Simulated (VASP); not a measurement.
# Si (I4/mmm) in VASP: further runs

Si is run at these levels: LDA; tasks: single point.

Program: VASP 6.6.1. These are calculated values, not measurements. Logs are shortened: lines on timing, memory, paths and dates and some standing lists are left out, and cuts for length are marked.

## (1) The cell of the first run

The structure is tetragonal, space group I4/mmm (No. 139). The conventional cell has a = 6.603 Å, b = 6.603 Å, c = 3.817 Å, α = 90.00°, β = 90.00°, γ = 90.00°. Si (site symmetry m2m) has 4 Si at 2.33 to 2.36 Å within 3.1 Å.

## (2) Single point, LDA

File INCAR:

```
ALGO     = Normal         # electronic algorithm
EDIFF    = 1E-7           # SCF threshold, eV
ENCUT    = 520            # plane-wave cutoff, eV
ISIF     = 2              # what is computed and relaxed
ISMEAR   = 0              # smearing method
LASPH    = T              # aspherical terms in the spheres
LCHARG   = F              # write CHGCAR
LREAL    = F              # projectors in reciprocal space
LWAVE    = F              # write WAVECAR
NBANDS   = 16             # bands
NELM     = 60             # most SCF steps
PREC     = Accurate       # precision mode
SIGMA    = 0.01           # smearing width, eV
```

File KPOINTS:

```
k-points
0
Gamma
  10 10 10
```

File POSCAR:

```
Si
1.0
   -3.3012718583      3.3012718583      1.9083649480
    3.3012718583     -3.3012718583      1.9083649480
    3.3012718583      3.3012718583     -1.9083649480
Si
4
Direct
    0.1788433299      0.1788433299      0.3576866598
    0.8211566701      0.8211566701      0.6423133402
    0.1788433299      0.8211566701      0.0000000000
    0.8211566701      0.1788433299      0.0000000000
```

Potentials or basis: VASP PAW LDA potentials, release 64 (Si).

The run is started by

```bash
cat potpaw_LDA.64/Si/POTCAR > POTCAR
mpirun -np 1 vasp_std > vasp.out
```

OUTCAR:

```text
EDIFF = 1E-7
   ENCUT = 520
   ISIF = 2
   ISMEAR = 0
   LASPH = T
   LREAL = F
   NELM = 60
   PREC = Accurate

 ion  position               nearest neighbor table
   1  0.179  0.179  0.358-   2 2.33   2 2.33   3 2.36   4 2.36
   2  0.821  0.821  0.642-   1 2.33   1 2.33   4 2.36   3 2.36
   3  0.179  0.821  0.000-   4 2.33   4 2.33   2 2.36   1 2.36
   4  0.821  0.179  0.000-   3 2.33   3 2.33   2 2.36   1 2.36

  LATTYP: Found a body centered tetragonal cell.
 ALAT       =     6.6025437166
 C/A-ratio  =     0.5780696137

  Lattice vectors:

 A1 = (  -3.3012718583,   3.3012718583,   1.9083649480)
 A2 = (   3.3012718583,  -3.3012718583,   1.9083649480)
 A3 = (   3.3012718583,   3.3012718583,  -1.9083649480)

Analysis of symmetry for initial positions (statically):
=====================================================================
 Subroutine PRICEL returns:
 Original cell was already a primitive cell.

 Routine SETGRP: Setting up the symmetry group for a
 body centered tetragonal supercell.

 Subroutine GETGRP returns: Found 16 space group operations
 (whereof 16 operations were pure point group operations)
 out of a pool of 16 trial point group operations.

The static configuration has the point symmetry D_4h.

Analysis of symmetry for dynamics (positions and initial velocities):
=====================================================================
 Subroutine PRICEL returns:
 Original cell was already a primitive cell.

 Routine SETGRP: Setting up the symmetry group for a
 body centered tetragonal supercell.

 Subroutine GETGRP returns: Found 16 space group operations
 (whereof 16 operations were pure point group operations)
 out of a pool of 16 trial point group operations.

The dynamic configuration has the point symmetry D_4h.

 Subroutine INISYM returns: Found 16 space group operations
 (whereof 16 operations are pure point group operations),
 and found     1 'primitive' translations

----------------------------------------------------------------------------------------

                                     Primitive cell

  volume of cell :      83.1925

[... 90 lines left out ...]
   ENCUT  =  520.0 eV  38.22 Ry    6.18 a.u.   9.38  9.38  9.38*2*pi/ulx,y,z
   NELM   =     60;   NELMIN=  2; NELMDL= -5     # of ELM steps
   EDIFF  = 0.1E-06   stopping-criterion for ELM
   LREAL  =      F    real-space projection
   EDIFFG = 0.1E-05   stopping-criterion for IOM
   NSW    =      0    number of steps for IOM
   IBRION =     -1    ionic relax: 0-MD 1-quasi-New 2-CG
   NFREE  =      0    steps in history (QN), initial steepest desc. (CG)
   ISIF   =      2    stress and relaxation
   ISYM   =      2    0-nonsym 1-usesym 2-fastsym
   POTIM  = 0.5000    time-step for ionic-motion
   TEBEG  =    0.0;   TEEND  =   0.0 temperature during run
   PSTRESS=    0.0 pullay stress
   NELECT =      16.0000    total number of electrons
   NUPDOWN=      -1.0000    fix difference up-down
   EMIN   =  10.00;   EMAX   =-10.00  energy-range for DOS
   EFERMI =   0.00;   METHOD = LEGACY
   ISMEAR =     0;   SIGMA  =   0.01  broadening in eV -4-tet -1-fermi 0-gaus
   EFERMI_NEDOS =   21; number of points for ismear=-14 and -15
   IALGO  =     38    algorithm
   IMIX   =      4    mixing-type and parameters
     AMIX     =   0.40;   BMIX     =  1.00
     AMIX_MAG =   1.60;   BMIX_MAG =  1.00
  volume/ion in A,a.u.               =      20.80       140.35
  Fermi-wavevector in a.u.,A,eV,Ry     =   0.944975  1.785743 12.149691  0.892977
  Thomas-Fermi vector in A             =   2.072831
   LORBIT       =      0    0 simple, 1 ext, 2 COOP (PROOUT), +10 PAW based schemes
   GGA     = CA    functional components
   LHFCALC =     F    Hartree Fock is set to
   AEXX    =    0.0000 exact exchange contribution
   IVDW    =     0    specifies the selected vdW correction
   LEPSILON=     F    determine dielectric tensor
   LRPA    =     F    only Hartree local field effects (RPA)
 non-spin polarized calculation
 Gauss-broadening in eV      SIGMA  =   0.01
  energy-cutoff  :      520.00
  volume of cell :       83.19
 maximum number of plane-waves:      2261
 NGX is ok and might be reduce to    40
   NGX = 19   NGY = 19   NGZ = 19

 number of electron      16.0000000 magnetization

 Free energy of the ion-electron system (eV)
  ---------------------------------------------------
  ext. energy  EPLUGINS =         0.00000000
  ---------------------------------------------------
  free energy    TOTEN  =       -23.38201504 eV

  energy without entropy =      -23.38201504  energy(sigma->0) =      -23.38201504

 E-fermi :   5.6864     XC(G=0):  -9.3870

 val. band max:        5.6036551980   @ k =   0.5000   0.5000   0.5000
 cond. band min:       5.8010900755   @ k =  -0.1000  -0.2000   0.1000
 fundamental gap:      0.1974348774
 Fermi energy:         5.6863907224

 k-point     1 :       0.0000    0.0000    0.0000
  band No.  band energies     occupation
      1      -6.5926      2.00000
      2      -2.2739      2.00000
      3      -0.0308      2.00000
      4      -0.0308      2.00000
      5       1.7467      2.00000
      6       4.0874      2.00000
[... 433 lines left out ...]
      3      -1.5760      2.00000
      4       0.5038      2.00000
      5       1.2929      2.00000
      6       2.5403      2.00000
[... 8 lines left out ...]
     15      11.7028      0.00000
     16      12.4349      0.00000

 [... further k-points ...]

------------------------ aborting loop because EDIFF is reached ----------------------------------------

  FORCE on cell =-STRESS in cart. coord.  units (eV):
  Direction    XX          YY          ZZ          XY          YZ          ZX
  --------------------------------------------------------------------------------------
  -------------------------------------------------------------------------------------
  Total        0.0459200      0.0459200     -0.0030590      0.0000000     -0.0000000     -0.0000000
  in kB        0.8843590      0.8843590     -0.0589126      0.0000000     -0.0000000     -0.0000000
  external PRESSURE =       0.5699351 kB  Pullay stress =       0.0000000 kB

 VOLUME and BASIS-vectors are now :
 -----------------------------------------------------------------------------
  energy-cutoff  :      520.00
  volume of cell :       83.19
      direct lattice vectors                 reciprocal lattice vectors
    -3.301271858  3.301271858  1.908364948     0.000000000  0.151456778  0.262004393
     3.301271858 -3.301271858  1.908364948     0.151456778  0.000000000  0.262004393
     3.301271858  3.301271858 -1.908364948     0.151456778  0.151456778  0.000000000

 POSITION                                       TOTAL-FORCE (eV/Angst)
 -----------------------------------------------------------------------------------
      1.18082      1.18082     -0.00000        -0.001409     -0.001409      0.000000
      2.12045      2.12045      1.90836         0.001409      0.001409     -0.000000
      2.12045     -2.12045      1.90836         0.001409     -0.001409      0.000000
     -2.12045      2.12045      1.90836        -0.001409      0.001409      0.000000
 -----------------------------------------------------------------------------------
    total drift:                               -0.000000     -0.000000      0.000000

  FREE ENERGIE OF THE ION-ELECTRON SYSTEM (eV)
  ---------------------------------------------------
  free  energy   TOTEN  =       -23.3820150393 eV

  energy  without entropy=      -23.3820150393  energy(sigma->0) =      -23.38201504
```

Run time: 3.2 min. Hardware: 1 thread of Intel Xeon 8259CL, shared host; peak memory 0.25 GiB.

Results:

```
Free energy            : -23.3820 eV
Pressure               : 0.1 GPa
Band gap on the k mesh : 0.20 eV (least direct gap 0.26 eV)
```

Levels at points of the mesh, in eV from the valence-band top:
| k point | band 6 | band 7 | band 8 | band 9 | band 10 | band 11 |
| --- | --- | --- | --- | --- | --- | --- |
| (0.00, 0.00, 0.00) | -1.52 | -1.52 | -0.57 | 1.36 | 1.56 | 1.56 |
| (0.50, 0.00, 0.00) | -3.60 | -2.44 | -1.45 | 0.71 | 2.32 | 2.92 |
| (0.50, 0.50, 0.00) | -2.05 | -1.96 | -1.66 | 1.54 | 1.83 | 1.86 |
| (0.50, 0.50, 0.50) | -0.23 | 0.00 | 0.00 | 0.26 | 3.32 | 3.47 |

Caveat: semilocal functionals underestimate gaps, and a narrow one can read as zero. A k mesh can miss the band edges.

## (3) Single point, LDA

File INCAR:

```
SYSTEM = Si
PREC = Accurate
ENCUT = 520
EDIFF = 1E-6
ISMEAR = 0
SIGMA = 0.01
LREAL = .False.
LASPH = .True.
NELM = 80
ALGO = Normal
ISIF = 2
LWAVE = .False.
LCHARG = .False.
NBANDS = 16
```

File KPOINTS:

```
Automatic mesh
0
Gamma
  10 10 10
  0 0 0
```

POSCAR is that of step 2.

Potentials or basis: VASP PAW LDA potentials, release 64 (Si).

The run is started by

```bash
cat potpaw_LDA.64/Si/POTCAR > POTCAR
mpirun -np 1 vasp_std > vasp.out
```

Wall time 3.5 min (1 thread of Intel Xeon 8259CL, shared host); peak memory 0.25 GiB.

It converged, with:

```yaml
Free_energy: -23.3820 eV
Pressure: 0.1 GPa
Band_gap_on_the_k_mesh: 0.20 eV (least direct gap 0.26 eV)
```

Stress tensor (GPa, compression positive):
```
 0.08  0.00  0.00
 0.00  0.08  0.00
 0.00  0.00 -0.01
```

Levels at points of the mesh, in eV from the valence-band top:
```
           k point  band 6  band 7  band 8  band 9  band 10  band 11
(0.00, 0.00, 0.00)   -1.52   -1.52   -0.57    1.36     1.56     1.56
(0.50, 0.00, 0.00)   -3.60   -2.44   -1.45    0.71     2.32     2.92
(0.50, 0.50, 0.00)   -2.05   -1.96   -1.66    1.54     1.83     1.86
(0.50, 0.50, 0.50)   -0.23    0.00    0.00    0.26     3.32     3.47
```

Caveat: semilocal functionals underestimate gaps, and a narrow one can read as zero.

## (4) Single point, LDA (21.42 Å³/atom)

This run uses another cell than the first one, of 21.42 Å³/atom.

File INCAR:

```
  PREC = Accurate
  ENCUT = 520
  EDIFF = 1E-7
  ISMEAR = 0
  SIGMA = 0.01
  LREAL = False
  LASPH = True
  NELM = 60
  ALGO = Normal
  ISIF = 2
  LWAVE = False
  LCHARG = False
  GGA = CA
  NBANDS = 16
```

File KPOINTS:

```
regular mesh
0
Gamma
  10 10 10
```

File POSCAR:

```
Si
1.0
   -3.3374013487      3.3374013487      1.9232881732
    3.3374013487     -3.3374013487      1.9232881732
    3.3374013487      3.3374013487     -1.9232881732
Si
4
Direct
    0.1785551281      0.1785551281      0.3571102562
    0.8214448719      0.8214448719      0.6428897438
    0.1785551281      0.8214448719      0.0000000000
    0.8214448719      0.1785551281      0.0000000000
```

The run is started by

```bash
cat potpaw_LDA.64/Si/POTCAR > POTCAR
mpirun -np 1 vasp_std > vasp.out
```

It took 3.9 min on 1 thread of Intel Xeon 8259CL, shared host; peak memory 0.25 GiB.

It converged, with:

```yaml
Free_energy: -23.3636 eV
Pressure: -2.4 GPa
Band_gap_on_the_k_mesh: 0.29 eV (least direct gap 0.35 eV)
```

Levels at points of the mesh, in eV from the valence-band top:
```
           k point  band 5  band 6  band 7  band 8  band 9  band 10  band 11  band 12
(0.00, 0.00, 0.00)   -3.74   -1.43   -1.43   -0.54    1.42     1.51     1.51     2.30
(0.50, 0.00, 0.00)   -4.31   -3.48   -2.34   -1.40    0.78     2.29     2.94     3.45
(0.50, 0.50, 0.00)   -2.81   -1.94   -1.88   -1.56    1.57     1.86     1.89     3.90
(0.50, 0.50, 0.50)   -2.87   -0.18    0.00    0.00    0.35     3.00     3.43     4.00
```

Caveat: semilocal functionals underestimate gaps, and a narrow one can read as zero. A k mesh can miss the band edges.
